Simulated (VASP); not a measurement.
# Mn (P6_3/mmc) in VASP: further runs, part 2 of 2

VASP 6.6.1. The steps go on from the part before.

## Step 4: Single point, PBE, collinear spin, antiferromagnetic start

This run uses another cell than the first one: it holds 4 atoms, not 2.

Contents of INCAR:

```
PREC = Accurate ; ENCUT = 500
EDIFF = 1E-6 ; ISMEAR = 0
SIGMA = 0.05 ; LREAL = F
LASPH = T ; NELM = 200
ALGO = Normal ; ISIF = 2
LWAVE = F ; LCHARG = F
ISPIN = 2 ; MAGMOM = 3.5 3.5 -3.5 -3.5
LORBIT = 11 ; LMAXMIX = 4
GGA = PE ; NBANDS = 38
GGA_COMPAT = F
```

Contents of KPOINTS:

```
regular mesh
0
Gamma
  20 20 5
```

Contents of POSCAR:

```
Mn
1.0
    2.4814288107      0.0000000000      0.0000000000
   -1.2407144054      2.1489803878      0.0000000000
    0.0000000000      0.0000000000      8.0270516083
Mn
4
Direct
    0.3333333333      0.6666666667      0.3750000000
    0.6666666667      0.3333333333      0.1250000000
    0.3333333333      0.6666666667      0.8750000000
    0.6666666667      0.3333333333      0.6250000000
```

Potentials or basis: VASP PAW PBE potentials, release 64 (Mn_pv).

Started as:

```sh
$ cat potpaw_PBE.64/Mn_pv/POTCAR > POTCAR
$ mpirun -np 1 vasp_std > vasp.out
```

OUTCAR:

```text
PREC = Accurate
   ENCUT = 500
   EDIFF = 1E-6
   ISMEAR = 0
   LREAL = F
   LASPH = T
   NELM = 200
   ISIF = 2
   ISPIN = 2
   LORBIT = 11
   GGA = PE

 ion  position               nearest neighbor table
   1  0.333  0.667  0.375-   2 2.47   4 2.47   2 2.47   4 2.47   2 2.47   4 2.47
   2  0.667  0.333  0.125-   1 2.47   3 2.47   1 2.47   3 2.47   1 2.47   3 2.47
   3  0.333  0.667  0.875-   2 2.47   4 2.47   2 2.47   4 2.47   2 2.47   4 2.47
   4  0.667  0.333  0.625-   1 2.47   3 2.47   1 2.47   3 2.47   1 2.47   3 2.47

  LATTYP: Found a hexagonal cell.
 ALAT       =     2.4814288107
 C/A-ratio  =     3.2348506529

  Lattice vectors:

 A1 = (   2.4814288107,   0.0000000000,   0.0000000000)
 A2 = (  -1.2407144054,   2.1489803878,   0.0000000000)
 A3 = (   0.0000000000,   0.0000000000,   8.0270516083)

Analysis of symmetry for initial positions (statically):
[... 2205 lines left out ...]
 [... further k-points ...]

------------------------ aborting loop because EDIFF is reached ----------------------------------------

  FORCE on cell =-STRESS in cart. coord.  units (eV):
  Direction    XX          YY          ZZ          XY          YZ          ZX
  --------------------------------------------------------------------------------------
  -------------------------------------------------------------------------------------
  Total       -0.0562471     -0.0562471     -0.1055088      0.0000000     -0.0000000     -0.0000000
  in kB       -2.1053313     -2.1053313     -3.9491996      0.0000000     -0.0000000     -0.0000000
  external PRESSURE =      -2.7199541 kB  Pullay stress =       0.0000000 kB

 VOLUME and BASIS-vectors are now :
 -----------------------------------------------------------------------------
  energy-cutoff  :      500.00
  volume of cell :       42.80
      direct lattice vectors                 reciprocal lattice vectors
     2.481428811  0.000000000  0.000000000     0.402993628  0.232668480  0.000000000
    -1.240714405  2.148980388  0.000000000     0.000000000  0.465336960  0.000000000
     0.000000000  0.000000000  8.027051608     0.000000000  0.000000000  0.124578743

 POSITION                                       TOTAL-FORCE (eV/Angst)
 -----------------------------------------------------------------------------------
     -0.00000      1.43265      3.01014         0.000000     -0.000000      0.000217
      1.24071      0.71633      1.00338        -0.000000      0.000000     -0.000217
     -0.00000      1.43265      7.02367         0.000000     -0.000000      0.000217
      1.24071      0.71633      5.01691        -0.000000      0.000000     -0.000217
 -----------------------------------------------------------------------------------
    total drift:                               -0.000000      0.000000      0.000000

  FREE ENERGIE OF THE ION-ELECTRON SYSTEM (eV)
  ---------------------------------------------------
  free  energy   TOTEN  =       -35.7802470206 eV

  energy  without entropy=      -35.7731119236  energy(sigma->0) =      -35.77667947

 total charge

# of ion       s       p       d       tot
------------------------------------------
    1        0.428   6.402   5.165  11.994
    2        0.428   6.402   5.165  11.994
    3        0.428   6.402   5.165  11.994
    4        0.428   6.402   5.165  11.994
--------------------------------------------------
tot          1.713  25.606  20.659  47.978

 magnetization (x)

# of ion       s       p       d       tot
------------------------------------------
    1       -0.000  -0.000  -0.000  -0.000
    2       -0.000  -0.000  -0.000  -0.000
    3        0.000   0.000   0.000   0.000
    4        0.000   0.000   0.000   0.000
--------------------------------------------------
tot          0.000   0.000   0.000   0.000
```

OSZICAR:

```text
N       E                     dE             d eps       ncg     rms          rms(c)
DAV:   1     0.631482494315E+03    0.63148E+03   -0.28390E+04 30464   0.190E+03
DAV:   2     0.133982347434E+01   -0.63014E+03   -0.60290E+03 30162   0.537E+02
DAV:   3    -0.374802564266E+02   -0.38820E+02   -0.37613E+02 31542   0.154E+02
[... 10 lines left out ...]
DAV:  14    -0.357801516711E+02   -0.74457E-03   -0.10531E-02 35510   0.104E+00    0.585E-02
DAV:  15    -0.357802247483E+02   -0.73077E-04   -0.10201E-03 40734   0.286E-01    0.351E-02
DAV:  16    -0.357802446813E+02   -0.19933E-04   -0.14138E-04 32718   0.147E-01    0.134E-02
DAV:  17    -0.357802451486E+02   -0.46732E-06   -0.58396E-05 32046   0.852E-02    0.102E-02
DAV:  18    -0.357802467001E+02   -0.15515E-05   -0.39637E-06 18546   0.221E-02    0.300E-03
DAV:  19    -0.357802470206E+02   -0.32048E-06   -0.12250E-06 16470   0.930E-03
   1 F= -.35780247E+02 E0= -.35776679E+02  d E =-.713510E-02  mag=     0.0000
```

stdout:

```text
POSCAR found type information on POSCAR Mn
 POSCAR found :  1 types and       4 ions
 scaLAPACK will be used
 LDA part: xc-table for (Slater+PW92), standard interpolation
 POSCAR, INCAR and KPOINTS ok, starting setup
 FFT: planning ... GRIDC
 FFT: planning ... GRID_SOFT
 FFT: planning ... GRID
 WAVECAR not read
 entering main loop
```

It took 12 min on 1 thread of Oxide Virtual Turin-like, shared host; peak memory 0.43 GiB.

What came out:

| Quantity | Value |
| --- | --- |
| Free energy | -35.7802 eV |
| Pressure | -0.3 GPa |
| Band gap on the k mesh | zero (filled and empty bands overlap) |
| Net moment | 0.00 μB per cell |
| Valence electrons inside the program's atomic spheres | Mn 11.99 |

Stress tensor (GPa, compression positive):
```
-0.21  0.00  0.00
 0.00 -0.21  0.00
 0.00  0.00 -0.39
```

Levels at points of the mesh, in eV from the Fermi level:
Spin up:
| k point | band 23 | band 24 | band 25 | band 26 | band 27 | band 28 | band 29 | band 30 |
| --- | --- | --- | --- | --- | --- | --- | --- | --- |
| (0.00, 0.00, 0.00) | -0.97 | -0.95 | -0.95 | -0.48 | -0.48 | 0.04 | 0.04 | 0.75 |
| (0.50, 0.00, 0.00) | -0.42 | 0.19 | 0.19 | 0.86 | 0.86 | 1.82 | 1.95 | 1.95 |
Spin down:
```tsv
k point	band 24	band 25	band 26	band 27	band 28	band 29
(0.00, 0.00, 0.00)	-0.95	-0.95	-0.48	-0.48	0.04	0.04
(0.50, 0.00, 0.00)	0.19	0.19	0.86	0.86	1.82	1.95
```

Caveat: the moments typed at the start vanished in this run.
